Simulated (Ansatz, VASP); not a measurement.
## GdO: VASP beside Ansatz

File INCAR:

```
PREC     = Accurate       # precision mode
ENCUT    = 520            # plane-wave cutoff, eV
EDIFF    = 1E-6           # SCF threshold, eV
ISMEAR   = -1             # smearing method
SIGMA    = 0.05           # smearing width, eV
LREAL    = False          # projectors in reciprocal space
LASPH    = True           # aspherical terms in the spheres
NELM     = 150            # most SCF steps
ALGO     = Normal         # electronic algorithm
ISIF     = 2              # what is computed and relaxed
LWAVE    = False          # write WAVECAR
LCHARG   = False          # write CHGCAR
ISPIN    = 2              # spin polarisation
MAGMOM   = 7 0            # initial moments
LORBIT   = 11             # projections on sites
LMAXMIX  = 6              # l up to which the mixer works
GGA      = CA             # functional
NBANDS   = 23             # bands
```

The input KPOINTS:

```
regular mesh
0
Gamma
  9 9 9
```

File POSCAR:

```
GdO
1.0
    0.0000000000      2.7355303903      2.7355303903
    2.7355303903      0.0000000000      2.7355303903
    2.7355303903      2.7355303903      0.0000000000
Gd O
1 1
Direct
    0.0000000000      0.0000000000      0.0000000000
    0.7500000000      0.7500000000      0.7500000000
```

Contents of input.yaml:

```yaml
crystal:
  lattice:
    - [0.0, 2.7355303903, 2.7355303903]
    - [2.7355303903, 0.0, 2.7355303903]
    - [2.7355303903, 2.7355303903, 0.0]
  atoms:
    - { symbol: Gd, position: [0.0, 0.0, 0.0], spin: 7.0 }
    - { symbol: O, position: [0.75, 0.75, 0.75] }
hamiltonian:
  xc: lda
  pseudopotentials: { kind: paw }
magnetization:
  spin_polarized: true
kpoints:
  mp_grid: { grid: [9, 9, 9] }
scf:
  occupations: { method: fermi_dirac, width: 0.05 }
output:
  forces: true
  stress: true
  eigenvalues: true
```

Alike in both runs: task single point; functional LDA; k mesh 9 × 9 × 9; occupations fermi-dirac, width 0.05 eV; collinear spin.

|  | VASP | Ansatz |
| --- | --- | --- |
| version | VASP 6.6.1 | Ansatz 0.2.0 |
| potentials or method | VASP PAW PBE potentials, release 64 (Gd, O) | Ansatz PAW |
| plane-wave cutoff (eV) | 520 | 420 |
| valence electrons in the cell | 24 | 24 |

Ansatz gave:

| Quantity | Value |
| --- | --- |
| gap on the k mesh at the Fermi level (eV) | none |
| pressure (GPa) | -10.4 |
| net moment per atom (μB) | 3.55 |
| size of the moment on the site where the two differ most (μB) | 6.70 |

Task: Estimate VASP's values.

Result: gap on the k mesh at the Fermi level (eV): none; pressure (GPa): -10.1; net moment per atom (μB): 3.44; size of the moment on the site where the two differ most (μB): 6.65.

The net moments are unlike, so the other rows may belong to different states. VASP's potentials were made for PBE, not for LDA. LDA's correlation is that of Perdew and Zunger in VASP and of Perdew and Wang (1992) in Ansatz. Site moments also hang on the region over which each program counts them. A gap of «none» marks a metal or a gap that the smearing closes.

Neither program's run includes spin-orbit coupling.
